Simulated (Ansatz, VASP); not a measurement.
Cd4InO: VASP beside Ansatz

```
Cd In O
1.0
     0.00000    4.13487    4.13487
     4.13487    0.00000    4.13487
     4.13487    4.13487    0.00000
Cd In O
4 1 1
Direct
  0.21014 0.59662 0.59662
  0.59662 0.59662 0.59662
  0.59662 0.21014 0.59662
  0.59662 0.59662 0.21014
  0.00000 0.00000 0.00000
  0.50000 0.50000 0.50000
```

Change from the starting cell: species swapped into the CsBH4 type (F-43m, No. 216).

Alike in both runs: task relaxation of cell and atoms; functional PBE; k mesh 4 × 4 × 4; occupations gaussian, width 0.1 eV; no spin polarisation.

```csv
,VASP,Ansatz
version,VASP 6.6.1,Ansatz 0.2.0
potentials or method,"VASP PAW PBE potentials, release 64 (Cd, In_d, O), cutoff 600 eV","scalar-relativistic, plane waves, PAW"
valence electrons in the cell,67,99
```

VASP gave:

```
gap on the k mesh at the Fermi level, each at its own relaxed structure (eV) : none
relaxed volume (Å³/atom)                                                     : 45.86
relaxed length of the cell vector where the two differ most in proportion (Å)              : 7.301
```

Estimate Ansatz's values.

gap on the k mesh at the Fermi level, each at its own relaxed structure (eV): none; relaxed volume (Å³/atom): 31.13; relaxed length of the cell vector where the two differ most in proportion (Å): 6.417.

A gap of «none» marks a metal or a gap that the smearing closes. One of these differences is far larger than is usual between the two programs; its cause wasn't traced. VASP's potentials hold 67 valence electrons a cell and Ansatz's 99, so a difference there can come from the potentials and not from the codes.

Noted on VASP's run: the volume moved by over 15 % at a fixed basis, so the end points are rough.
